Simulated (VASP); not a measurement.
# AlN (P6_3/mmc) in VASP: single point with PBEsol

Aim: the single point of AlN with PBEsol.

Everything below comes from runs of VASP 6.6.1. Logs are shortened: lines on timing, memory, paths and dates and some standing lists are left out, and cuts for length are marked.

## Step 1: The cell of the first run

Symmetry: P6_3/mmc, No. 194, hexagonal system. The conventional cell has a = 3.312 Å, b = 3.312 Å, c = 4.188 Å, α = 90.00°, β = 90.00°, γ = 120.00°. Al (site symmetry -6m2) has 5 N at 1.91 to 2.09 Å within 2.5 Å. Within 2.5 Å of N (site symmetry -6m2) lie 5 Al at 1.91 to 2.09 Å.

## Step 2: Single point, PBEsol

INCAR

```
SYSTEM = AlN
ALGO = Normal
EDIFF = 1E-6
ENCUT = 600
GGA = PS
GGA_COMPAT = .FALSE.
ISIF = 2
ISMEAR = 0
LASPH = .TRUE.
LCHARG = .FALSE.
LREAL = .FALSE.
LWAVE = .FALSE.
NBANDS = 26
NELM = 120
PREC = Accurate
SIGMA = 0.01
```

KPOINTS

```
k-points
0
G
  2 4 3
  0 0 0
```

POSCAR

```
AlN
1.0
    6.6242314790      0.0000000006      0.0000000000
   -1.6560578695      2.8683763703      0.0000000000
    0.0000000000      0.0000000000      4.1875630000
Al N
4 4
Direct
    0.1666666667      0.6666666667      0.7500000000
    0.3333333333      0.3333333333      0.2500000000
    0.6666666667      0.6666666667      0.7500000000
    0.8333333333      0.3333333333      0.2500000000
    0.1666666667      0.6666666667      0.2500000000
    0.3333333333      0.3333333333      0.7500000000
    0.6666666667      0.6666666667      0.2500000000
    0.8333333333      0.3333333333      0.7500000000
```

Potentials or basis: VASP PAW PBE potentials, release 64 (Al, N).

The run is started by

```
> cat potpaw_PBE.64/Al/POTCAR potpaw_PBE.64/N/POTCAR > POTCAR
> mpirun -np 1 vasp_std > vasp.out
```

OUTCAR:

```text
SYSTEM = AlN
   EDIFF = 1E-6
   ENCUT = 600
   GGA = PS
   ISIF = 2
   ISMEAR = 0
   LASPH = .TRUE.
   LREAL = .FALSE.
   NELM = 120
   PREC = Accurate

 ion  position               nearest neighbor table
   1  0.167  0.667  0.750-   6 1.91   6 1.91   8 1.91   5 2.09   5 2.09   2 2.84   2 2.84   2 2.84
                             2 2.84   4 2.84   4 2.84   3 3.31   3 3.31   3 3.31   3 3.31
   2  0.333  0.333  0.250-   5 1.91   5 1.91   7 1.91   6 2.09   6 2.09   1 2.84   1 2.84   1 2.84
                             1 2.84   3 2.84   3 2.84   4 3.31   4 3.31   4 3.31   4 3.31
   3  0.667  0.667  0.750-   8 1.91   8 1.91   6 1.91   7 2.09   7 2.09   4 2.84   4 2.84   4 2.84
                             4 2.84   2 2.84   2 2.84   1 3.31   1 3.31   1 3.31   1 3.31
   4  0.833  0.333  0.250-   7 1.91   7 1.91   5 1.91   8 2.09   8 2.09   3 2.84   3 2.84   3 2.84
                             3 2.84   1 2.84   1 2.84   2 3.31   2 3.31   2 3.31   2 3.31
   5  0.167  0.667  0.250-   2 1.91   2 1.91   4 1.91   1 2.09   1 2.09
   6  0.333  0.333  0.750-   1 1.91   1 1.91   3 1.91   2 2.09   2 2.09
   7  0.667  0.667  0.250-   4 1.91   4 1.91   2 1.91   3 2.09   3 2.09
   8  0.833  0.333  0.750-   3 1.91   3 1.91   1 1.91   4 2.09   4 2.09

  Warning from LATTYP: Monoclinic adjustment (A1->A3, A2->A1, A3->A2)!
  LATTYP: Found a simple orthorhombic cell.
 ALAT       =     3.3121157390
 B/A-ratio  =     1.2643166272
 C/A-ratio  =     1.7320508079

  Lattice vectors:

 A1 = (  -1.6560578695,   2.8683763703,   0.0000000000)
 A2 = (   0.0000000000,   0.0000000000,   4.1875630000)
 A3 = (   4.9681736095,   2.8683763709,   0.0000000000)

Analysis of symmetry for initial positions (statically):
=====================================================================
 Subroutine PRICEL returns following result:

  LATTYP: Found a hexagonal cell.
 ALAT       =     3.3121157395
 C/A-ratio  =     1.2643166270

  Lattice vectors:

 A1 = (   3.3121157395,   0.0000000003,   0.0000000000)
 A2 = (  -1.6560578695,   2.8683763703,   0.0000000000)
 A3 = (   0.0000000000,   0.0000000000,   4.1875630000)

   2 primitive cells build up your supercell.

 Routine SETGRP: Setting up the symmetry group for a
 simple orthorhombic supercell.

 Subroutine GETGRP returns: Found  8 space group operations
 (whereof  4 operations were pure point group operations)
 out of a pool of  8 trial point group operations.

The static configuration has the point symmetry C_2h.
 The point group associated with its full space group is D_2h.

Analysis of symmetry for dynamics (positions and initial velocities):
=====================================================================
 Subroutine PRICEL returns following result:

[... 118 lines left out ...]
   TEBEG  =    0.0;   TEEND  =   0.0 temperature during run
   PSTRESS=    0.0 pullay stress
   NELECT =      32.0000    total number of electrons
   NUPDOWN=      -1.0000    fix difference up-down
   EMIN   =  10.00;   EMAX   =-10.00  energy-range for DOS
   EFERMI =   0.00;   METHOD = LEGACY
   ISMEAR =     0;   SIGMA  =   0.01  broadening in eV -4-tet -1-fermi 0-gaus
   EFERMI_NEDOS =   21; number of points for ismear=-14 and -15
   IALGO  =     38    algorithm
   IMIX   =      4    mixing-type and parameters
     AMIX     =   0.40;   BMIX     =  1.00
     AMIX_MAG =   1.60;   BMIX_MAG =  1.00
  volume/ion in A,a.u.               =       9.95        67.12
  Fermi-wavevector in a.u.,A,eV,Ry     =   1.208409  2.283561 19.867928  1.460251
  Thomas-Fermi vector in A             =   2.344017
   LORBIT       =      0    0 simple, 1 ext, 2 COOP (PROOUT), +10 PAW based schemes
   GGA     = PS    functional components
   LHFCALC =     F    Hartree Fock is set to
   AEXX    =    0.0000 exact exchange contribution
   IVDW    =     0    specifies the selected vdW correction
   LEPSILON=     F    determine dielectric tensor
   LRPA    =     F    only Hartree local field effects (RPA)
 non-spin polarized calculation
 Gauss-broadening in eV      SIGMA  =   0.01
  energy-cutoff  :      600.00
  volume of cell :       79.57
 maximum number of plane-waves:      2683
 NGX is ok and might be reduce to    54
   NGX = 27   NGY = 13   NGZ = 17

 number of electron      32.0000005 magnetization

 Free energy of the ion-electron system (eV)
  ---------------------------------------------------
  ext. energy  EPLUGINS =         0.00000000
  ---------------------------------------------------
  free energy    TOTEN  =       -61.85138809 eV

  energy without entropy =      -61.85138809  energy(sigma->0) =      -61.85138809

 E-fermi :   7.9851     XC(G=0): -11.3515

 val. band max:        7.8672162522   @ k =   0.0000   0.0000   0.0000
 cond. band min:      11.0512072799   @ k =   0.0000   0.0000   0.0000
 fundamental gap:      3.1839910277
 Fermi energy:         7.9850731783

 k-point     1 :       0.0000    0.0000    0.0000
  band No.  band energies     occupation
      1      -8.9017      2.00000
      2      -7.0248      2.00000
      3      -5.8620      2.00000
      4      -5.2266      2.00000
      5       0.9406      2.00000
      6       1.3590      2.00000
[... 279 lines left out ...]
     25      17.4752      0.00000
     26      17.4752      0.00000

------------------------ aborting loop because EDIFF is reached ----------------------------------------

  FORCE on cell =-STRESS in cart. coord.  units (eV):
  Direction    XX          YY          ZZ          XY          YZ          ZX
  --------------------------------------------------------------------------------------
  -------------------------------------------------------------------------------------
  Total       -1.6420667     -1.6420794     -2.2101825      0.0000110      0.0000000      0.0000000
  in kB      -33.0649900    -33.0652447    -44.5046842      0.0002206      0.0000000      0.0000000
  external PRESSURE =     -36.8783063 kB  Pullay stress =       0.0000000 kB

 VOLUME and BASIS-vectors are now :
 -----------------------------------------------------------------------------
  energy-cutoff  :      600.00
  volume of cell :       79.57
      direct lattice vectors                 reciprocal lattice vectors
     6.624231479  0.000000001  0.000000000     0.150960908  0.087157321  0.000000000
    -1.656057869  2.868376370  0.000000000    -0.000000000  0.348629284  0.000000000
     0.000000000  0.000000000  4.187563000     0.000000000  0.000000000  0.238802377

 POSITION                                       TOTAL-FORCE (eV/Angst)
 -----------------------------------------------------------------------------------
      0.00000      1.91225      3.14067         0.000000      0.000000     -0.000000
      1.65606      0.95613      1.04689        -0.000000     -0.000000      0.000000
      3.31212      1.91225      3.14067         0.000000      0.000000     -0.000000
      4.96817      0.95613      1.04689        -0.000000     -0.000000     -0.000000
      0.00000      1.91225      1.04689         0.000031      0.000018      0.000000
      1.65606      0.95613      3.14067        -0.000031     -0.000018      0.000000
      3.31212      1.91225      1.04689         0.000031      0.000018      0.000000
      4.96817      0.95613      3.14067        -0.000031     -0.000018      0.000000
 -----------------------------------------------------------------------------------
    total drift:                               -0.000000      0.000000     -0.000000

  FREE ENERGIE OF THE ION-ELECTRON SYSTEM (eV)
  ---------------------------------------------------
  free  energy   TOTEN  =       -61.8513880858 eV

  energy  without entropy=      -61.8513880858  energy(sigma->0) =      -61.85138809
```

OSZICAR:

```text
N       E                     dE             d eps       ncg     rms          rms(c)
DAV:   1     0.121356398695E+03    0.12136E+03   -0.15913E+04   520   0.125E+03
DAV:   2    -0.608936904038E+02   -0.18225E+03   -0.17210E+03   706   0.254E+02
DAV:   3    -0.701786953641E+02   -0.92850E+01   -0.92363E+01   702   0.598E+01
DAV:   4    -0.702691555426E+02   -0.90460E-01   -0.90387E-01   638   0.638E+00
DAV:   5    -0.702705128115E+02   -0.13573E-02   -0.13569E-02   686   0.772E-01    0.159E+01
DAV:   6    -0.619991667268E+02    0.82713E+01   -0.25763E+01   660   0.275E+01    0.557E+00
DAV:   7    -0.619325872691E+02    0.66579E-01   -0.14034E+00   584   0.615E+00    0.389E+00
DAV:   8    -0.618620467738E+02    0.70540E-01   -0.18471E-01   608   0.300E+00    0.749E-01
DAV:   9    -0.618509157453E+02    0.11131E-01   -0.38348E-02   662   0.104E+00    0.345E-01
DAV:  10    -0.618516124856E+02   -0.69674E-03   -0.38496E-03   606   0.347E-01    0.266E-01
DAV:  11    -0.618513915228E+02    0.22096E-03   -0.47955E-04   646   0.128E-01    0.549E-02
DAV:  12    -0.618513899371E+02    0.15857E-05   -0.10075E-05   646   0.226E-02    0.128E-02
DAV:  13    -0.618513881287E+02    0.18084E-05   -0.14258E-05   652   0.208E-02    0.652E-03
DAV:  14    -0.618513880858E+02    0.42884E-07   -0.64241E-07   326   0.488E-03
   1 F= -.61851388E+02 E0= -.61851388E+02  d E =-.111328E-63
```

stdout:

```text
POSCAR found type information on POSCAR AlN
 POSCAR found :  2 types and       8 ions
 scaLAPACK will be used
 -----------------------------------------------------------------------------
|                                                                             |
|                                                                             |
|     You enforced a specific xc type in the INCAR file but a different       |
|     I HOPE YOU KNOW WHAT YOU ARE DOING!                                     |
|                                                                             |
 -----------------------------------------------------------------------------

 LDA part: xc-table for (Slater+PW92), standard interpolation
 POSCAR, INCAR and KPOINTS ok, starting setup
 FFT: planning ... GRIDC
 FFT: planning ... GRID_SOFT
 FFT: planning ... GRID
 WAVECAR not read
 entering main loop
```

It took 26 s on 1 thread of Intel Xeon Platinum 8259CL at 2.50GHz (Skylake/Cascade Lake), shared host; peak memory 0.22 GiB.

Results:

```
Free energy            : -61.8514 eV
Pressure               : -3.7 GPa
Band gap on the k mesh : 3.18 eV
```

Levels at points of the mesh, in eV from the valence-band top:
| k point | band 13 | band 14 | band 15 | band 16 | band 17 | band 18 | band 19 | band 20 |
| --- | --- | --- | --- | --- | --- | --- | --- | --- |
| (0.00, 0.00, 0.00) | -1.62 | -1.62 | -1.46 | 0.00 | 3.18 | 3.75 | 4.33 | 7.02 |
| (0.50, 0.00, 0.00) | -1.45 | -1.45 | -1.12 | -1.12 | 4.63 | 4.63 | 6.00 | 6.00 |
| (0.00, 0.50, 0.00) | -2.92 | -2.92 | -1.46 | -1.46 | 3.75 | 3.75 | 7.02 | 7.02 |
| (0.50, 0.50, 0.00) | -2.69 | -2.69 | -2.21 | -2.21 | 5.57 | 5.57 | 5.73 | 5.73 |

Caveat: the k points lie up to 0.55 Å⁻¹ apart; the PAW data sets were made with another functional, which shifts forces and pressure a little.
